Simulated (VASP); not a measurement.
Crystal: HfN.

```
Hf N
1.0
     0.00000    2.26333    2.26333
     2.26333    0.00000    2.26333
     2.26333    2.26333    0.00000
Hf N
1 1
Direct
  0.00000 0.00000 0.00000
  0.50000 0.50000 0.50000
```

Program: VASP 6.6.1. Alike in all runs: task single point; potentials or basis VASP PAW PBE potentials, release 64 (Hf_pv, N); no spin polarisation; cell as given; cutoff (eV) 520; smearing fermi-dirac 0.02 eV. Hardware: 1 thread of Intel(R) Xeon(R) 6975P-C (Granite Rapids), with other jobs on the host.

Problem. Order these runs on this cell by their wall time, lowest first.
A. level HSE06; k mesh 6 × 6 × 6; grid for exact exchange (PRECFOCK) Normal; screening parameter 0.2079 1/Å
B. level r2SCAN; k mesh 10 × 10 × 10
C. level PBE; k mesh 10 × 10 × 10

Solution. C (5.4 s), B (28 s), A (510 s).

Caveats: some runs use coarse meshes.
